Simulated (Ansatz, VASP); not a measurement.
# AgCl: VASP beside Ansatz

The input POSCAR:

```
AgCl
1.0
    0.0000000000      2.9932461729      2.9932461729
    2.9932461729      0.0000000000      2.9932461729
    2.9932461729      2.9932461729      0.0000000000
Ag Cl
1 1
Direct
    0.0000000000      0.0000000000      0.0000000000
    0.2500000000      0.2500000000      0.2500000000
```

The input INCAR.step1:

```
SYSTEM = AgCl
ALGO = Normal ; EDIFF = 1E-4
ENCUT = 520 ; GGA = PE
ISMEAR = 0 ; LASPH = .TRUE.
LCHARG = .FALSE. ; LREAL = .FALSE.
LWAVE = .TRUE. ; NBANDS = 16
NELM = 80 ; PREC = Accurate
SIGMA = 0.01
```

File INCAR.step2:

```
SYSTEM = AgCl
ALGO = Normal ; EDIFF = 1E-7
ENCUT = 520 ; ISIF = 2
ISMEAR = 0 ; ISTART = 1
LASPH = .TRUE. ; LCHARG = .FALSE.
LMIXTAU = .TRUE. ; LREAL = .FALSE.
LWAVE = .FALSE. ; METAGGA = R2SCAN
NBANDS = 16 ; NELM = 80
PREC = Accurate ; SIGMA = 0.01
```

The input KPOINTS:

```
k-points
0
G
  6 6 6
  0 0 0
```

Input for Ansatz:

```yaml
crystal:
  lattice:
    - [0.0, 2.9932461729, 2.9932461729]
    - [2.9932461729, 0.0, 2.9932461729]
    - [2.9932461729, 2.9932461729, 0.0]
  atoms:
    - { symbol: Ag, position: [0.0, 0.0, 0.0] }
    - { symbol: Cl, position: [0.25, 0.25, 0.25] }
kpoints:
  mp_grid: { grid: [6, 6, 6] }
hamiltonian:
  xc: r2scan
scf:
  occupations: { method: fixed }
  n_extra_bands: 4
output:
  forces: true
  stress: true
  eigenvalues: true
```

Alike in both runs: task single point; functional r2SCAN; k mesh 6 × 6 × 6; no spin polarisation.

|  | VASP | Ansatz |
| --- | --- | --- |
| version | VASP 6.6.1 | Ansatz 0.2.0 |
| potentials or method | VASP PAW PBE potentials, release 64 (Ag, Cl) | plane waves, PAW |
| plane-wave cutoff (eV) | 520 | 500 |
| occupations | gaussian, width 0.01 eV | fixed |
| valence electrons in the cell | 18 | 26 |

|  | VASP | Ansatz | Ansatz less VASP |
| --- | --- | --- | --- |
| gap on the k mesh at the Fermi level (eV) | 1.60 | 1.65 | +0.047 |
| pressure (GPa) | -0.1 | 0.0 | +0.09 |

VASP's potentials were made for PBE, not for r2SCAN. VASP's potentials hold 18 valence electrons a cell and Ansatz's 26, so a difference there can come from the potentials and not from the codes.
